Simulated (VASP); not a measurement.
# Y (Pm-3m) in VASP: a series of runs, part 2 of 2

VASP 6.6.1. The steps go on from the part before.

## Step 3: Single point, PBEsol (32.81 Å³/atom)

INCAR

```
SYSTEM = Y
ALGO = Normal
EDIFF = 1E-6
ENCUT = 520
GGA = PS
ISIF = 2
ISMEAR = -1
LASPH = .TRUE.
LCHARG = .TRUE.
LELF = .TRUE.
LREAL = .FALSE.
LVHAR = .TRUE.
LWAVE = .FALSE.
NBANDS = 12
NELM = 60
PREC = Accurate
SIGMA = 0.1
```

KPOINTS

```
k-points
0
G
  11 11 11
  0 0 0
```

POSCAR

```
Y
1.0
    3.2012155149      0.0000000000      0.0000000000
    0.0000000000      3.2012155149      0.0000000000
    0.0000000000      0.0000000000      3.2012155149
Y
1
Direct
    0.0000000000      0.0000000000      0.0000000000
```

Potentials or basis: VASP PAW PBE potentials, release 64 (Y_sv).

Started as:

```sh
cat potpaw_PBE.64/Y_sv/POTCAR > POTCAR
mpirun -np 1 vasp_std > vasp.out
```

OUTCAR:

```text
SYSTEM = Y
   EDIFF = 1E-6
   ENCUT = 520
   GGA = PS
   ISIF = 2
   ISMEAR = -1
   LASPH = .TRUE.
   LREAL = .FALSE.
   NELM = 60
   PREC = Accurate

 ion  position               nearest neighbor table
   1  0.000  0.000  0.000-

  LATTYP: Found a simple cubic cell.
 ALAT       =     3.2012155149

  Lattice vectors:

 A1 = (   3.2012155149,   0.0000000000,   0.0000000000)
 A2 = (   0.0000000000,   3.2012155149,   0.0000000000)
 A3 = (   0.0000000000,   0.0000000000,   3.2012155149)

Analysis of symmetry for initial positions (statically):
=====================================================================
 Subroutine PRICEL returns:
 Original cell was already a primitive cell.

 Routine SETGRP: Setting up the symmetry group for a
 simple cubic supercell.

 Subroutine GETGRP returns: Found 48 space group operations
 (whereof 48 operations were pure point group operations)
 out of a pool of 48 trial point group operations.

The static configuration has the point symmetry O_h .

Analysis of symmetry for dynamics (positions and initial velocities):
=====================================================================
 Subroutine PRICEL returns:
 Original cell was already a primitive cell.

 Routine SETGRP: Setting up the symmetry group for a
 simple cubic supercell.

 Subroutine GETGRP returns: Found 48 space group operations
 (whereof 48 operations were pure point group operations)
 out of a pool of 48 trial point group operations.

The dynamic configuration has the point symmetry O_h .

 Subroutine INISYM returns: Found 48 space group operations
 (whereof 48 operations are pure point group operations),
 and found     1 'primitive' translations

----------------------------------------------------------------------------------------

                                     Primitive cell
[... 107 lines left out ...]
   IMIX   =      4    mixing-type and parameters
     AMIX     =   0.40;   BMIX     =  1.00
     AMIX_MAG =   1.60;   BMIX_MAG =  1.00
  volume/ion in A,a.u.               =      32.81       221.38
  Fermi-wavevector in a.u.,A,eV,Ry     =   1.137341  2.149263 17.599752  1.293545
  Thomas-Fermi vector in A             =   2.274046
   LORBIT       =      0    0 simple, 1 ext, 2 COOP (PROOUT), +10 PAW based schemes
   GGA     = PS    functional components
   LHFCALC =     F    Hartree Fock is set to
   AEXX    =    0.0000 exact exchange contribution
   IVDW    =     0    specifies the selected vdW correction
   LEPSILON=     F    determine dielectric tensor
   LRPA    =     F    only Hartree local field effects (RPA)
 non-spin polarized calculation
  energy-cutoff  :      520.00
  volume of cell :       32.81
 maximum number of plane-waves:       903
 NGX is ok and might be reduce to    24
   NGX = 11   NGY = 11   NGZ = 11

 number of electron      11.0000002 magnetization

 Free energy of the ion-electron system (eV)
  ---------------------------------------------------
  ext. energy  EPLUGINS =         0.00000000
  ---------------------------------------------------
  free energy    TOTEN  =        -6.06540782 eV

  energy without entropy =       -5.98975123  energy(sigma->0) =       -6.02757952

 E-fermi :   2.8746     XC(G=0):  -9.4861

 val. band max:        2.8583824572   @ k =   0.4545   0.0909   0.0000
 cond. band min:       2.8747009995   @ k =   0.3636   0.3636   0.0909
 fundamental gap:      0.0163185424
 Fermi energy:         2.8745518067

 k-point     1 :       0.0000    0.0000    0.0000
  band No.  band energies     occupation
      1     -39.9197      2.00000
      2     -19.5237      2.00000
      3     -19.5237      2.00000
      4     -19.5237      2.00000
      5      -1.6883      2.00000
      6       2.1887      1.99790
      7       2.1887      1.99790
      8       8.4207      0.00000
      9       8.4207      0.00000
     10       8.4207      0.00000
     11      13.4013      0.00000
     12      13.4013      0.00000
[... 331 lines left out ...]
 k-point    24 :       0.2727    0.0909    0.0909
  band No.  band energies     occupation
      1     -39.8582      2.00000
      2     -20.0040      2.00000
      3     -19.5468      2.00000
      4     -19.5394      2.00000
      5      -0.0571      2.00000
      6       2.8526      1.10956
      7       3.3153      0.02407
      8       6.2786      0.00000
      9       6.3642      0.00000
     10       7.9797      0.00000
     11      11.0546      0.00000
     12      14.8413      0.00000

 [... further k-points ...]
[... 5 lines left out ...]
  --------------------------------------------------------------------------------------
  -------------------------------------------------------------------------------------
  Total       -0.0253885     -0.0253885     -0.0253885      0.0000000      0.0000000      0.0000000
  in kB       -1.2399477     -1.2399477     -1.2399477      0.0000000      0.0000000      0.0000000
  external PRESSURE =      -1.2399477 kB  Pullay stress =       0.0000000 kB

 VOLUME and BASIS-vectors are now :
 -----------------------------------------------------------------------------
  energy-cutoff  :      520.00
  volume of cell :       32.81
      direct lattice vectors                 reciprocal lattice vectors
     3.201215515  0.000000000  0.000000000     0.312381342  0.000000000  0.000000000
     0.000000000  3.201215515  0.000000000     0.000000000  0.312381342  0.000000000
     0.000000000  0.000000000  3.201215515     0.000000000  0.000000000  0.312381342

 POSITION                                       TOTAL-FORCE (eV/Angst)
 -----------------------------------------------------------------------------------
      0.00000      0.00000      0.00000         0.000000      0.000000      0.000000
 -----------------------------------------------------------------------------------
    total drift:                               -0.000000      0.000000      0.000000

  FREE ENERGIE OF THE ION-ELECTRON SYSTEM (eV)
  ---------------------------------------------------
  free  energy   TOTEN  =        -6.0654078218 eV

  energy  without entropy=       -5.9897512281  energy(sigma->0) =       -6.02757952
```

Run time: 6.4 s. Hardware: 1 thread of Intel Xeon 6975P-C (Granite Rapids), shared host; peak memory 0.16 GiB.

What came out:

```yaml
Free_energy: -6.0654 eV
Pressure: -0.1 GPa
Band_gap_on_the_k_mesh: zero (an odd number of electrons rules out a gap without spin polarisation)
```

Caveat: the PAW data sets were made with another functional, which shifts forces and pressure a little.

## Step 4: Single point, PBEsol (35.43 Å³/atom)

This run uses another cell than the first one, of 35.43 Å³/atom.

INCAR

```
  PREC = Accurate
  ENCUT = 520
  EDIFF = 1E-6
  ISMEAR = -1
  SIGMA = 0.1
  LREAL = F
  LASPH = T
  NELM = 100
  ALGO = Normal
  ISIF = 2
  LWAVE = F
  LCHARG = T
  GGA = PS
  LELF = T
  LVHAR = T
  NBANDS = 12
```

KPOINTS

```
Automatic mesh
0
Gamma
  11 11 11
```

POSCAR

```
Y
1.0
    3.2844009184      0.0000000000      0.0000000000
    0.0000000000      3.2844009184      0.0000000000
    0.0000000000      0.0000000000      3.2844009184
Y
1
Direct
    0.0000000000      0.0000000000      0.0000000000
```

Started as:

```sh
cat potpaw_PBE.64/Y_sv/POTCAR > POTCAR
mpirun -np 1 vasp_std > vasp.out
```

Wall time 6.5 s (1 thread of Intel Xeon 6975P-C (Granite Rapids), shared host); peak memory 0.16 GiB.

It converged, with:

- Free energy: -6.0470 eV
- Pressure: -2.1 GPa
- Band gap on the k mesh: zero (an odd number of electrons rules out a gap without spin polarisation)

Levels at points of the mesh, in eV from the Fermi level:
| k point | band 3 | band 4 | band 5 | band 6 | band 7 | band 8 |
| --- | --- | --- | --- | --- | --- | --- |
| (0.00, 0.00, 0.00) | -22.61 | -22.61 | -4.45 | -0.58 | -0.58 | 5.12 |

Caveat: the PAW data sets were made with another functional, which shifts forces and pressure a little.

## Step 5: Relaxation of cell and atoms, PBEsol

This run uses another cell than the first one, of 35.65 Å³/atom.

INCAR

```
SYSTEM = Y
ALGO     = Normal         ! electronic algorithm
EDIFF    = 1E-6           ! SCF threshold, eV
EDIFFG   = -0.01          ! ionic threshold
ENCUT    = 600            ! plane-wave cutoff, eV
GGA      = PS             ! functional
IBRION   = 2              ! ionic algorithm
ISIF     = 3              ! what is computed and relaxed
ISMEAR   = -1             ! smearing method
LASPH    = .TRUE.         ! aspherical terms in the spheres
LCHARG   = .FALSE.        ! write CHGCAR
LREAL    = .FALSE.        ! projectors in reciprocal space
LWAVE    = .FALSE.        ! write WAVECAR
NELM     = 100            ! most SCF steps
NSW      = 80             ! ionic steps
PREC     = Accurate       ! precision mode
SIGMA    = 0.1            ! smearing width, eV
```

KPOINTS

```
k-points
0
G
  10 10 10
  0 0 0
```

POSCAR

```
Y
1.0
    3.2912715962      0.0000000000      0.0000000000
    0.0000000000      3.2912715962      0.0000000000
    0.0000000000      0.0000000000      3.2912715962
Y
1
Direct
    0.0000000000      0.0000000000      0.0000000000
```

Started as:

```sh
cat potpaw_PBE.64/Y_sv/POTCAR > POTCAR
mpirun -np 1 vasp_std > vasp.out
```

Run time: 22 s. Hardware: 1 thread of Intel Xeon 6975P-C (Granite Rapids), shared host; peak memory 0.19 GiB.

It converged, with:

```
Free energy                           : -6.0624 eV
Relaxed volume                        : 32.81 Å³/atom
Relaxed cell                          : a = 3.201 Å, b = 3.201 Å, c = 3.201 Å, α = 90.00°, β = 90.00°, γ = 90.00°
Space group after relaxing (to 0.1 Å) : Pm-3m (No. 221)
Energy gained by relaxing             : 20.0 meV/atom
Ionic steps                           : 3
Pressure after relaxing               : 0.0 GPa
Band gap on the k mesh                : zero (an odd number of electrons rules out a gap without spin polarisation)
```

Step by step:
| step | energy change (eV) | largest force (eV/Å) | pressure (GPa) | volume (Å³) |
| --- | --- | --- | --- | --- |
| 1 | 0.0000 | 0.0000 | -2.07 | 35.65 |
| 2 | -0.0191 | 0.0000 | -0.46 | 33.32 |
| 3 | -0.0200 | 0.0000 | -0.04 | 32.81 |

Final structure:
```xyz
1
Lattice="3.2013 0.0000 0.0000 0.0000 3.2013 0.0000 0.0000 0.0000 3.2013" Properties=species:S:1:pos:R:3 pbc="T T T"
Y     0.0000    0.0000    0.0000
```

Levels at points of the mesh, in eV from the Fermi level:
| k point | band 2 | band 3 | band 4 | band 5 | band 6 | band 7 | band 8 | band 9 |
| --- | --- | --- | --- | --- | --- | --- | --- | --- |
| (0.00, 0.00, 0.00) | -22.40 | -22.40 | -22.40 | -4.57 | -0.69 | -0.69 | 5.54 | 5.54 |
| (0.50, 0.00, 0.00) | -23.25 | -22.33 | -22.33 | -1.78 | 0.06 | 0.10 | 2.87 | 2.87 |
| (0.50, 0.50, 0.00) | -23.12 | -23.12 | -22.25 | -1.99 | 0.17 | 3.46 | 3.46 | 3.81 |
| (0.50, 0.50, 0.50) | -23.01 | -23.01 | -23.01 | -0.67 | -0.67 | -0.67 | 5.64 | 7.38 |

Caveat: the PAW data sets were made with another functional, which shifts forces and pressure a little.

## Step 6: Overview

```tsv
task	cell	k mesh	cutoff (eV)	gap on the mesh (eV)	pressure (GPa)
single point	a = 3.201 Å, 1 atom	10 × 10 × 10	520	none	0.0
single point	a = 3.201 Å, 1 atom	11 × 11 × 11	520	none	-0.1
single point	a = 3.284 Å, 1 atom	11 × 11 × 11	520	none	-2.1
relaxation of cell and atoms	relaxed from a = 3.291 Å, 1 atom	10 × 10 × 10	600	none	0.0
```

Alike in all rows: level PBEsol; potentials or basis VASP PAW PBE potentials, release 64 (Y_sv); no spin polarisation; smearing fermi-dirac 0.1 eV.

Caveats: the PAW data sets were made with another functional, which shifts forces and pressure a little.

Absolute energies hang on the potentials; compare differences alone.
